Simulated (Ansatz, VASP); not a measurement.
One calculation of Si3N4, two programs

File INCAR:

```
ALGO = Normal
EDIFF = 1E-6
EDIFFG = -0.002
ENCUT = 600
GGA = PE
IBRION = 2
ISIF = 3
ISMEAR = 0
LASPH = T
LCHARG = F
LREAL = F
LWAVE = F
NELM = 80
NSW = 80
PREC = Accurate
SIGMA = 0.01
```

File KPOINTS:

```
k-points
0
Gamma
  6 6 6
```

Contents of POSCAR:

```
Si3N4
1.0
    0.0000000000      3.8382500000      3.8382500000
    3.8382500000      0.0000000000      3.8382500000
    3.8382500000      3.8382500000      0.0000000000
Si N
6 8
Direct
    0.6250000000      0.6250000000      0.6250000000
    0.1250000000      0.6250000000      0.6250000000
    0.6250000000      0.6250000000      0.1250000000
    0.6250000000      0.1250000000      0.6250000000
    0.0000000000      0.0000000000      0.0000000000
    0.2500000000      0.2500000000      0.2500000000
    0.3824000000      0.3824000000      0.3824000000
    0.3972000000      0.8676000000      0.8676000000
    0.3824000000      0.3824000000      0.8528000000
    0.8676000000      0.3972000000      0.8676000000
    0.8528000000      0.3824000000      0.3824000000
    0.8676000000      0.8676000000      0.8676000000
    0.3824000000      0.8528000000      0.3824000000
    0.8676000000      0.8676000000      0.3972000000
```

Input for Ansatz:

```yaml
crystal:
  lattice:
    - [0.0, 3.83825, 3.83825]
    - [3.83825, 0.0, 3.83825]
    - [3.83825, 3.83825, 0.0]
  atoms:
    - { symbol: Si, position: [0.625, 0.625, 0.625] }
    - { symbol: Si, position: [0.125, 0.625, 0.625] }
    - { symbol: Si, position: [0.625, 0.625, 0.125] }
    - { symbol: Si, position: [0.625, 0.125, 0.625] }
    - { symbol: Si, position: [0.0, 0.0, 0.0] }
    - { symbol: Si, position: [0.25, 0.25, 0.25] }
    - { symbol: "N", position: [0.3824, 0.3824, 0.3824] }
    - { symbol: "N", position: [0.3972, 0.8676, 0.8676] }
    - { symbol: "N", position: [0.3824, 0.3824, 0.8528] }
    - { symbol: "N", position: [0.8676, 0.3972, 0.8676] }
    - { symbol: "N", position: [0.8528, 0.3824, 0.3824] }
    - { symbol: "N", position: [0.8676, 0.8676, 0.8676] }
    - { symbol: "N", position: [0.3824, 0.8528, 0.3824] }
    - { symbol: "N", position: [0.8676, 0.8676, 0.3972] }
scf:
  occupations: { method: fixed }
output:
  forces: true
  stress: true
  eigenvalues: true
  write_density: true
  write_potential: true
  elf: true
  volumetric_format: npy
hamiltonian:
  xc: pbe
kpoints:
  mp_grid: { grid: [6, 6, 6] }
basis:
  ecutwfc: 600
relax:
  f_tol: 0.002
  max_steps: 60
  cell: { stress_tol: 0.02 }
```

Alike in both runs: task relaxation of cell and atoms; functional PBE; k mesh 6 × 6 × 6; no spin polarisation.

|  | VASP | Ansatz |
| --- | --- | --- |
| version | VASP 6.6.1 | Ansatz 0.2.0 |
| potentials or method | VASP PAW PBE potentials, release 64 (Si, N), cutoff 600 eV | scalar-relativistic, plane waves, PAW |
| occupations | gaussian, width 0.01 eV | fixed |
| valence electrons in the cell | 64 | 64 |

Ansatz gave:

* gap on the k mesh at the Fermi level, each at its own relaxed structure (eV): 3.34
* relaxed volume (Å³/atom): 8.44
* relaxed cell length with the largest relative difference (Å): 5.508

Question: What did VASP give for the same quantities?

Answer: gap on the k mesh at the Fermi level, each at its own relaxed structure (eV): 3.33; relaxed volume (Å³/atom): 8.43; relaxed cell length with the largest relative difference (Å): 5.506.
